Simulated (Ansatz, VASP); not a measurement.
## One calculation of LiGeN, two programs

File POSCAR:

```
LiGeN
1.0
    2.9870692135      0.0000000000      0.0000000000
   -1.4935346068      2.5868778218      0.0000000000
    0.0000000000      0.0000000000      9.3530577400
Li Ge N
2 2 2
Direct
    0.6666666667      0.3333333333      0.7431798159
    0.3333333333      0.6666666667      0.2431798159
    0.0000000000      0.0000000000      0.4988273199
    0.0000000000      0.0000000000      0.9988273199
    0.3333333333      0.6666666667      0.6026308642
    0.6666666667      0.3333333333      0.1026308642
```

Contents of INCAR.step1:

```
PREC = Accurate
ENCUT = 520
ISMEAR = 0
SIGMA = 0.01
LREAL = False
LASPH = True
NELM = 100
NBANDS = 31
GGA = PE
ALGO = Normal
EDIFF = 1E-4
LWAVE = True
LCHARG = False
```

File INCAR.step2:

```
PREC = Accurate
ENCUT = 520
EDIFF = 1E-6
ISMEAR = 0
SIGMA = 0.01
LREAL = False
LASPH = True
NELM = 100
ALGO = Normal
ISIF = 2
LWAVE = False
LCHARG = False
METAGGA = R2SCAN
LMIXTAU = True
NBANDS = 31
ISTART = 1
```

The input KPOINTS:

```
regular mesh
0
Gamma
  9 9 2
```

Input for Ansatz:

```yaml
crystal:
  lattice:
    - [2.9870692135, 0.0, 0.0]
    - [-1.4935346068, 2.5868778218, 0.0]
    - [0.0, 0.0, 9.35305774]
  atoms:
    - { symbol: Li, position: [0.6666666667, 0.3333333333, 0.7431798159] }
    - { symbol: Li, position: [0.3333333333, 0.6666666667, 0.2431798159] }
    - { symbol: Ge, position: [0.0, 0.0, 0.4988273199] }
    - { symbol: Ge, position: [0.0, 0.0, 0.9988273199] }
    - { symbol: "N", position: [0.3333333333, 0.6666666667, 0.6026308642] }
    - { symbol: "N", position: [0.6666666667, 0.3333333333, 0.1026308642] }
kpoints:
  mp_grid: { grid: [9, 9, 2] }
hamiltonian:
  xc: r2scan
scf:
  occupations: { method: fixed }
  n_extra_bands: 5
output:
  forces: true
  stress: true
  eigenvalues: true
```

Alike in both runs: task single point; functional r2SCAN; k mesh 9 × 9 × 2; no spin polarisation.

|  | VASP | Ansatz |
| --- | --- | --- |
| version | VASP 6.6.1 | Ansatz 0.2.0 |
| potentials or method | VASP PAW PBE potentials, release 64 (Li_sv, Ge_d, N) | plane waves, PAW |
| plane-wave cutoff (eV) | 520 | 500 |
| occupations | gaussian, width 0.01 eV | fixed |
| valence electrons in the cell | 44 | 44 |

Ansatz gave:

```
gap on the k mesh at the Fermi level (eV) : 2.03
rms of the force components (eV/Å)        : 0.001
```

Task: What did VASP give for the same quantities?

Result: gap on the k mesh at the Fermi level (eV): 2.05; rms of the force components (eV/Å): 0.037.

VASP's potentials were made for PBE, not for r2SCAN. Atom by atom the forces differ by 0.038 eV/Å (rms over components).

Noted on VASP's run: the cutoff is under 1.25 times that of the potentials, so the pressure is a little rough.
